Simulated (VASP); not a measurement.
Input of a VASP 6.6.1 run:

Contents of INCAR:

```
  PREC = Accurate
  ENCUT = 520
  EDIFF = 1E-7
  ISMEAR = -1
  SIGMA = 0.1
  LREAL = False
  LASPH = True
  NELM = 100
  ALGO = Normal
  ISIF = 2
  LWAVE = False
  LCHARG = False
  NBANDS = 10
```

Contents of KPOINTS:

```
Automatic mesh
0
Gamma
  18 18 18
```

The input POSCAR:

```
Co
1.0
   -1.4012896503      1.4012896503      1.4012896503
    1.4012896503     -1.4012896503      1.4012896503
    1.4012896503      1.4012896503     -1.4012896503
Co
1
Direct
    0.0000000000      0.0000000000      0.0000000000
```

Potentials or basis: VASP PAW LDA potentials, release 64 (Co).

Command:

```console
$ cat potpaw_LDA.64/Co/POTCAR > POTCAR
$ mpirun -np 1 vasp_std > vasp.out
```

Q: Predict the pressure.

A: -25.7 GPa.

Q: What does it give for the band gap on the k mesh?

A: Zero (an odd number of electrons rules out a gap without spin polarisation).

Caveat: the cell stands under tension; the run has no spin polarisation, though such a crystal can be magnetic. Spin polarisation is off, so any magnetic state and its effect on volume and gap are missing.
